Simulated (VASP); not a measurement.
# SiC (P1) in VASP: single point with r2SCAN

Aim: the single point of SiC with r2SCAN.

Program: VASP 6.6.1. These are calculated values, not measurements. Logs are shortened: lines on timing, memory, paths and dates and some standing lists are left out, and cuts for length are marked.

## Step 1: The cell of the first run

The typed cell holds 8 atoms: a = 3.080 Å, b = 6.159 Å, c = 5.054 Å, α = 90.00°, β = 90.00°, γ = 120.00°.

## Step 2: Single point, r2SCAN

File POSCAR:

```
SiC
1.0
    3.0795800000      0.0000000000      0.0000000000
   -3.0795800000      5.3339880000      0.0000000000
    0.0000000000      0.0000000000      5.0538750000
Si C
4 4
Direct
    0.3032587521      0.3278312587     -0.0243142143
    0.6801055308      0.1663880759      0.4884701343
    0.3279375489      0.8312155933     -0.0018575845
    0.6457389171      0.6602093968      0.4957520714
    0.3266728076      0.3313055822      0.3941369741
    0.6367931328      0.1612097740      0.8734760951
    0.3329924399      0.8347504719      0.3908555316
    0.6599418181      0.6671824159      0.8847612970
```

File INCAR.step1:

```
  ALGO = Normal
  EDIFF = 1E-5
  ENCUT = 580
  GGA = PE
  GGA_COMPAT = False
  ISMEAR = 0
  LASPH = True
  LCHARG = False
  LREAL = False
  LWAVE = True
  NBANDS = 26
  NELM = 120
  PREC = Accurate
  SIGMA = 0.01
```

File INCAR.step2:

```
  ALGO = Normal
  EDIFF = 1E-6
  ENCUT = 580
  GGA_COMPAT = False
  ISIF = 2
  ISMEAR = 0
  ISTART = 1
  LASPH = True
  LCHARG = True
  LELF = True
  LMIXTAU = True
  LREAL = False
  LVHAR = True
  LWAVE = False
  METAGGA = R2SCAN
  NBANDS = 26
  NELM = 120
  PREC = Accurate
  SIGMA = 0.01
```

File KPOINTS:

```
k-points
0
Gamma
  2 1 1
```

Potentials or basis: VASP PAW PBE potentials, release 64 (Si, C).

Command:

```bash
> cat potpaw_PBE.64/Si/POTCAR potpaw_PBE.64/C/POTCAR > POTCAR
> cp INCAR.step1 INCAR
> mpirun -np 1 vasp_std > vasp.out
> cp INCAR.step2 INCAR
> mpirun -np 1 vasp_std > vasp.out
```

OUTCAR:

```text
EDIFF = 1E-6
   ENCUT = 580
   ISIF = 2
   ISMEAR = 0
   ISTART = 1
   LASPH = True
   LREAL = False
   METAGGA = R2SCAN
   NELM = 120
   PREC = Accurate

 ion  position               nearest neighbor table
   1  0.303  0.328  0.976-   6 1.85   6 1.85   8 1.87   5 2.12   2 2.97   4 3.00   3 3.03   3 3.07
                             2 3.08   2 3.09   3 3.10   3 3.13
   2  0.680  0.166  0.488-   5 1.79   7 1.84   5 1.88   6 1.95   1 2.97   4 3.01   3 3.06   4 3.07
                             1 3.08   1 3.09   4 3.10   3 3.14
   3  0.328  0.831  0.998-   8 1.85   6 1.87   8 1.87   7 1.98   1 3.03   2 3.06   1 3.07   4 3.07
                             4 3.09   1 3.10   4 3.10   4 3.12   1 3.13   2 3.14
   4  0.646  0.660  0.496-   5 1.83   7 1.84   7 1.91   8 1.97   1 3.00   2 3.01   2 3.07   3 3.07
                             3 3.09   2 3.10   3 3.10   3 3.12
   5  0.327  0.331  0.394-   2 1.79   4 1.83   2 1.88   1 2.12
   6  0.637  0.161  0.873-   1 1.85   1 1.85   3 1.87   2 1.95
   7  0.333  0.835  0.391-   2 1.84   4 1.84   4 1.91   3 1.98
   8  0.660  0.667  0.885-   3 1.85   1 1.87   3 1.87   4 1.97

  LATTYP: Found a simple orthorhombic cell.
 ALAT       =     3.0795800000
 B/A-ratio  =     1.6410922918
 C/A-ratio  =     1.7320504744

  Lattice vectors:

 A1 = (  -3.0795800000,   0.0000000000,   0.0000000000)
 A2 = (   0.0000000000,   0.0000000000,   5.0538750000)
 A3 = (   0.0000000000,   5.3339880000,   0.0000000000)

Analysis of symmetry for initial positions (statically):
=====================================================================
 Subroutine PRICEL returns:
 Original cell was already a primitive cell.

 Routine SETGRP: Setting up the symmetry group for a
 simple orthorhombic supercell.

 Subroutine GETGRP returns: Found  1 space group operations
 (whereof  1 operations were pure point group operations)
 out of a pool of  8 trial point group operations.

The static configuration has the point symmetry C_1 .

Analysis of symmetry for dynamics (positions and initial velocities):
=====================================================================
 Subroutine PRICEL returns:
 Original cell was already a primitive cell.

 Routine SETGRP: Setting up the symmetry group for a
 simple orthorhombic supercell.

 Subroutine GETGRP returns: Found  1 space group operations
 (whereof  1 operations were pure point group operations)
 out of a pool of  8 trial point group operations.

The dynamic configuration has the point symmetry C_1 .

 Subroutine INISYM returns: Found  1 space group operations
 (whereof  1 operations are pure point group operations),
 and found     1 'primitive' translations

----------------------------------------------------------------------------------------

                                     Primitive cell

  volume of cell :      83.0172

  direct lattice vectors                    reciprocal lattice vectors
     3.079580000  0.000000000  0.000000000     0.324719605  0.187476987  0.000000000
    -3.079580000  5.333988000  0.000000000     0.000000000  0.187476987  0.000000000
     0.000000000  0.000000000  5.053875000     0.000000000  0.000000000  0.197867973

  length of vectors
     3.079580000  6.159159111  5.053875000     0.374953920  0.187476987  0.197867973

  position of ions in fractional coordinates (direct lattice)
     0.303258752  0.327831259  0.975685786
     0.680105531  0.166388076  0.488470134
     0.327937549  0.831215593  0.998142415
     0.645738917  0.660209397  0.495752071
     0.326672808  0.331305582  0.394136974
     0.636793133  0.161209774  0.873476095
     0.332992440  0.834750472  0.390855532
     0.659941818  0.667182416  0.884761297

  ion indices of the primitive-cell ions
   primitive index   ion index
                 1           1
                 2           2
                 3           3
                 4           4
                 5           5
                 6           6
                 7           7
                 8           8

----------------------------------------------------------------------------------------

 KPOINTS: k-points

Automatic generation of k-mesh.
 Grid dimensions read from file:
 generate k-points for:    2    1    1

 Generating k-lattice:

  Cartesian coordinates                     Fractional coordinates (reciprocal lattice)
     0.162359802  0.093738494  0.000000000     0.500000000  0.000000000  0.000000000
     0.000000000  0.187476987  0.000000000     0.000000000  1.000000000  0.000000000
     0.000000000  0.000000000  0.197867973     0.000000000  0.000000000  1.000000000

  Length of vectors
     0.187476960  0.187476987  0.197867973

  Shift w.r.t. Gamma in fractional coordinates (k-lattice)
     0.000000000  0.000000000  0.000000000

 Subroutine IBZKPT returns following result:
 ===========================================

 Found      2 irreducible k-points:

 Following reciprocal coordinates:
            Coordinates               Weight
  0.000000  0.000000  0.000000      1.000000
  0.500000 -0.000000  0.000000      1.000000
   k-points           NKPTS =      2   k-points in BZ     NKDIM =      2   number of bands    NBANDS=     26
   number of dos      NEDOS =    301   number of ions     NIONS =      8
   total plane-waves  NPLWV =  46080
   dimension x,y,z NGX =    24 NGY =   48 NGZ =   40
   dimension x,y,z NGXF=    48 NGYF=   96 NGZF=   80
   ions per type =               4   4
   NGX,Y,Z   is equivalent  to a cutoff of  12.96, 12.96, 13.16 a.u.
   NGXF,Y,Z  is equivalent  to a cutoff of  25.91, 25.91, 26.32 a.u.
 SYSTEM =  unknown system
   PREC   = accura    normal or accurate (medium, high low for compatibility)
   ISTART =      1    job   : 0-new  1-cont  2-samecut
   ICHARG =      0    charge: 1-file 2-atom 10-const
   ISPIN  =      1    spin polarized calculation?
   LNONCOLLINEAR =      F non collinear calculations
   LSORBIT =      F    spin-orbit coupling
   LASPH  =      T    aspherical Exc in radial PAW
   ENCUT  =  580.0 eV  42.63 Ry    6.53 a.u.   6.05 12.09  9.92*2*pi/ulx,y,z
   NELM   =    120;   NELMIN=  2; NELMDL=  0     # of ELM steps
   EDIFF  = 0.1E-05   stopping-criterion for ELM
   LREAL  =      F    real-space projection
   EDIFFG = 0.1E-04   stopping-criterion for IOM
   NSW    =      0    number of steps for IOM
   IBRION =     -1    ionic relax: 0-MD 1-quasi-New 2-CG
   NFREE  =      0    steps in history (QN), initial steepest desc. (CG)
   ISIF   =      2    stress and relaxation
   ISYM   =      2    0-nonsym 1-usesym 2-fastsym
   POTIM  = 0.5000    time-step for ionic-motion
   TEBEG  =    0.0;   TEEND  =   0.0 temperature during run
   PSTRESS=    0.0 pullay stress
   NELECT =      32.0000    total number of electrons
   NUPDOWN=      -1.0000    fix difference up-down
   EMIN   =  10.00;   EMAX   =-10.00  energy-range for DOS
   EFERMI =   0.00;   METHOD = LEGACY
   ISMEAR =     0;   SIGMA  =   0.01  broadening in eV -4-tet -1-fermi 0-gaus
   EFERMI_NEDOS =   21; number of points for ismear=-14 and -15
   IALGO  =     38    algorithm
   IMIX   =      4    mixing-type and parameters
     AMIX     =   0.40;   BMIX     =  1.00
     AMIX_MAG =   1.60;   BMIX_MAG =  1.00
  volume/ion in A,a.u.               =      10.38        70.03
  Fermi-wavevector in a.u.,A,eV,Ry     =   1.191431  2.251478 19.313569  1.419507
  Thomas-Fermi vector in A             =   2.327493
   LORBIT       =      0    0 simple, 1 ext, 2 COOP (PROOUT), +10 PAW based schemes
   METAGGA = R2SCAN    functional components
   LHFCALC =     F    Hartree Fock is set to
   AEXX    =    0.0000 exact exchange contribution
   IVDW    =     0    specifies the selected vdW correction
   LEPSILON=     F    determine dielectric tensor
   LRPA    =     F    only Hartree local field effects (RPA)
 non-spin polarized calculation
 Gauss-broadening in eV      SIGMA  =   0.01
  energy-cutoff  :      580.00
  volume of cell :       83.02
 maximum number of plane-waves:      2632
   NGX = 13   NGY = 25   NGZ = 19

 number of electron      32.0000000 magnetization

 Free energy of the ion-electron system (eV)
  ---------------------------------------------------
  ext. energy  EPLUGINS =         0.00000000
  ---------------------------------------------------
  free energy    TOTEN  =       -73.90098389 eV

  energy without entropy =      -73.90098389  energy(sigma->0) =      -73.90098389

 E-fermi :   8.8100     XC(G=0): -11.8713

 val. band max:        8.7555046552   @ k =   0.0000   0.0000   0.0000
 cond. band min:      11.2577897130   @ k =   0.5000  -0.0000   0.0000
 fundamental gap:      2.5022850578
 Fermi energy:         8.8099920529

 k-point     1 :       0.0000    0.0000    0.0000
  band No.  band energies     occupation
      1      -8.1573      2.00000
      2      -4.7373      2.00000
      3      -4.5982      2.00000
      4      -3.2614      2.00000
      5      -0.5337      2.00000
      6       0.0351      2.00000
      7       1.4359      2.00000
      8       2.8856      2.00000
      9       4.5568      2.00000
     10       5.1730      2.00000
     11       6.5272      2.00000
     12       6.6192      2.00000
     13       6.7174      2.00000
     14       7.9148      2.00000
     15       7.9859      2.00000
     16       8.7555      2.00000
     17      11.2851      0.00000
     18      13.0878      0.00000
     19      13.4861      0.00000
     20      14.7274      0.00000
     21      15.2165      0.00000
     22      15.3301      0.00000
     23      15.6247      0.00000
     24      16.2264      0.00000
     25      16.4786      0.00000
     26      17.4746      0.00000

 k-point     2 :       0.5000   -0.0000    0.0000
  band No.  band energies     occupation
      1      -4.7668      2.00000
      2      -4.7507      2.00000
      3      -3.2686      2.00000
      4      -3.1938      2.00000
      5      -0.0728      2.00000
      6       0.0322      2.00000
      7       1.4571      2.00000
      8       1.5126      2.00000
      9       2.8162      2.00000
     10       2.9292      2.00000
     11       4.5213      2.00000
     12       4.5443      2.00000
     13       5.2084      2.00000
     14       5.2631      2.00000
     15       6.6439      2.00000
     16       6.6909      2.00000
     17      11.2578      0.00000
     18      11.3120      0.00000
     19      12.9608      0.00000
     20      13.1815      0.00000
     21      15.4658      0.00000
     22      15.6398      0.00000
     23      16.1046      0.00000
     24      16.2467      0.00000
     25      18.0259      0.00000
     26      18.4964      0.00000

------------------------ aborting loop because EDIFF is reached ----------------------------------------

  FORCE on cell =-STRESS in cart. coord.  units (eV):
  Direction    XX          YY          ZZ          XY          YZ          ZX
  --------------------------------------------------------------------------------------
  -------------------------------------------------------------------------------------
  Total        4.5079657      4.7538681    -10.6013388      0.2085941      0.2609011     -0.2251490
  in kB       87.0007835     91.7465394   -204.5988914      4.0257290      5.0352206     -4.3452275
  external PRESSURE =      -8.6171895 kB  Pullay stress =       0.0000000 kB

 VOLUME and BASIS-vectors are now :
 -----------------------------------------------------------------------------
  energy-cutoff  :      580.00
  volume of cell :       83.02
      direct lattice vectors                 reciprocal lattice vectors
     3.079580000  0.000000000  0.000000000     0.324719605  0.187476987  0.000000000
    -3.079580000  5.333988000  0.000000000     0.000000000  0.187476987  0.000000000
     0.000000000  0.000000000  5.053875000     0.000000000  0.000000000  0.197867973

 POSITION                                       TOTAL-FORCE (eV/Angst)
 -----------------------------------------------------------------------------------
     -0.07567      1.74865      4.93099         0.398116      0.457492      0.937262
      1.58203      0.88751      2.46867        -1.606222     -0.423187      0.571070
     -1.54988      4.43369      5.04449        -0.520707     -0.087412     -0.053625
     -0.04456      3.52155      2.50547         0.863603      1.072835      0.210595
     -0.01427      1.76718      1.99192         0.978723      0.032710     -1.138259
      1.46460      0.85989      4.41444         0.176547      0.132339      0.401032
     -1.54520      4.45255      1.97533        -0.414686     -0.674888     -0.808960
     -0.02230      3.55874      4.47147         0.124626     -0.509890     -0.119116
 -----------------------------------------------------------------------------------
    total drift:                               -0.000063      0.000028      0.001396

  FREE ENERGIE OF THE ION-ELECTRON SYSTEM (eV)
  ---------------------------------------------------
  free  energy   TOTEN  =       -73.9009838909 eV

  energy  without entropy=      -73.9009838909  energy(sigma->0) =      -73.90098389
```

Run time: 17 s. Hardware: 1 thread of AMD EPYC 9R45 (Zen 5), shared host; peak memory 0.17 GiB.

What came out:

- Free energy: -73.9010 eV
- Pressure: -0.9 GPa
- Largest force: 1.756 eV/Å
- Band gap on the k mesh: 2.50 eV

Forces on the atoms (eV/Å):
```
Si   0.398  0.457  0.937
Si  -1.606 -0.423  0.571
Si  -0.521 -0.087 -0.054
Si   0.864  1.073  0.211
C    0.979  0.033 -1.138
C    0.177  0.132  0.401
C   -0.415 -0.675 -0.809
C    0.125 -0.510 -0.119
```

Stress tensor (GPa, compression positive):
```
  8.70   0.40  -0.43
  0.40   9.17   0.50
 -0.43   0.50 -20.46
```

Caveat: the k points lie up to 1.24 Å⁻¹ apart; the PAW data sets were made with another functional, which shifts forces and pressure a little; an odd mesh through Γ misses points on the zone boundary, where band edges can lie.
